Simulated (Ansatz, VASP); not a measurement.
Two plane-wave programs on HfSnO4

```
Hf Sn O
1.0
     3.53406   -3.53406    0.00000
     3.53406    3.53406    0.00000
     0.00000    0.00000    3.36131
Hf Sn O
1 1 4
Direct
  0.50000 0.50000 0.50000
  0.00000 0.00000 0.00000
  0.69290 0.30710 0.00000
  0.19290 0.19290 0.50000
  0.30710 0.69290 0.00000
  0.80710 0.80710 0.50000
```

Alike in both runs: task single point; functional PBE; k mesh 4 × 4 × 6; occupations gaussian, width 0.1 eV; no spin polarisation.

|  | VASP | Ansatz |
| --- | --- | --- |
| version | VASP 6.6.1 | Ansatz 0.2.0 |
| potentials or method | VASP PAW PBE potentials, release 64 (Hf_pv, Sn_d, O), cutoff 520 eV | scalar-relativistic, plane waves, PAW |
| valence electrons in the cell | 48 | 64 |

Ansatz gave:

```
gap on the k mesh at the Fermi level (eV)                     : 1.38
least direct gap on the mesh (eV)                             : 1.38
pressure (GPa)                                                : -15.1
traceless stress, the component that is largest in VASP (GPa) : -4.71
rms of the force components (eV/Å)                            : 0.131
```

Question: What did VASP give for the same quantities?

Answer: gap on the k mesh at the Fermi level (eV): 1.36; least direct gap on the mesh (eV): 1.36; pressure (GPa): -16.1; traceless stress, the component that is largest in VASP (GPa): -4.89; rms of the force components (eV/Å): 0.206.

Atom by atom the forces differ by 0.081 eV/Å (rms over components). VASP's potentials hold 48 valence electrons a cell and Ansatz's 64, so a difference there can come from the potentials and not from the codes.

Neither program's run includes spin-orbit coupling.
